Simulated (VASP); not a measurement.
A run of VASP 6.6.1 is set up as follows.

The input INCAR:

```
ALGO = Normal
EDIFF = 1E-6
ENCUT = 520
GGA = PE
ISIF = 2
ISMEAR = 0
LASPH = True
LCHARG = False
LREAL = False
LWAVE = False
NBANDS = 16
NELM = 60
PREC = Accurate
SIGMA = 0.05
```

File KPOINTS:

```
k-points
0
Gamma
  10 10 10
```

File POSCAR:

```
ZnS
1.0
    0.0000000000      2.7046500000      2.7857895000
    2.7046500000      0.0000000000      2.7857895000
    2.7046500000      2.7046500000      0.0000000000
Zn S
1 1
Direct
    0.0000000000      0.0000000000      0.0000000000
    0.7500000000      0.7500000000      0.7500000000
```

Potentials or basis: VASP PAW PBE potentials, release 64 (Zn, S).

Command:

```sh
$ cat potpaw_PBE.64/Zn/POTCAR potpaw_PBE.64/S/POTCAR > POTCAR
$ mpirun -np 1 vasp_std > vasp.out
```

**Question.** What does it give for the pressure?

**Answer.** -0.6 GPa.

**Question.** Predict the band gap on the k mesh.

**Answer.** 1.93 eV, direct.

Stress tensor (GPa, compression positive):
```
-0.17  0.00  0.00
 0.00 -0.17  0.00
 0.00  0.00 -1.45
```

Caveat: the cell differs from its parent crystal (strain +0.000 along x and y, +0.030 along z).
